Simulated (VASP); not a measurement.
Set up this calculation in VASP 6.6.1, as the native input.

```
Task                   : single point
Functional             : PBEsol
Potentials or basis    : VASP PAW PBE potentials, release 64 (Ti_sv, O)
Cutoff                 : 520 eV
k mesh                 : 6 × 6 × 9
Occupations            : fermi-dirac, width 0.05 eV
Spin                   : no spin polarisation
Dipole correction      : no
Further INCAR settings : ALGO = Normal; EDIFF = 1e-07; NBANDS = 33
```

The structure of TiO2 lies in POSCAR:

```
TiO2
1.0
    4.5998373239      0.0000000000      0.0000000000
    0.0000000000      4.5998373239      0.0000000000
    0.0000000000      0.0000000000      2.9592135600
Ti O
2 4
Direct
   -0.0071520000      0.0075740000      0.4974220000
    0.4918730000      0.5106150000     -0.0034650000
    0.3065360000      0.3035420000      0.4963890000
    0.1892690000      0.8078500000      0.0048570000
    0.7955150000      0.1941590000      0.0070300000
    0.6990960000      0.7056660000      0.5098970000
```

This cell differs from its parent crystal: atoms moved at random.

These files were run (other wordings do the same):

INCAR

```
SYSTEM = TiO2
ALGO = Normal
EDIFF = 1E-7
ENCUT = 520
GGA = PS
ISIF = 2
ISMEAR = -1
LASPH = .TRUE.
LCHARG = .FALSE.
LREAL = .FALSE.
LWAVE = .FALSE.
NBANDS = 33
NELM = 60
PREC = Accurate
SIGMA = 0.05
```

KPOINTS

```
k-points
0
G
  6 6 9
  0 0 0
```

Potentials or basis: VASP PAW PBE potentials, release 64 (Ti_sv, O).

Command:

```bash
$ cat potpaw_PBE.64/Ti_sv/POTCAR potpaw_PBE.64/O/POTCAR > POTCAR
$ mpirun -np 1 vasp_std > vasp.out
```

Results of the run:

```
Pressure               : -2.2 GPa
Largest force          : 0.870 eV/Å
Band gap on the k mesh : 1.73 eV, indirect (least direct gap 1.76 eV)
```

Caveat: the cell differs from its parent crystal (atoms moved at random); the PAW data sets were made with another functional, which shifts forces and pressure a little.

Run time: 9 min on 1 thread of AMD EPYC 7R43 64-Core Processor (Zen 3) (shared host), peak memory 0.33 GiB.
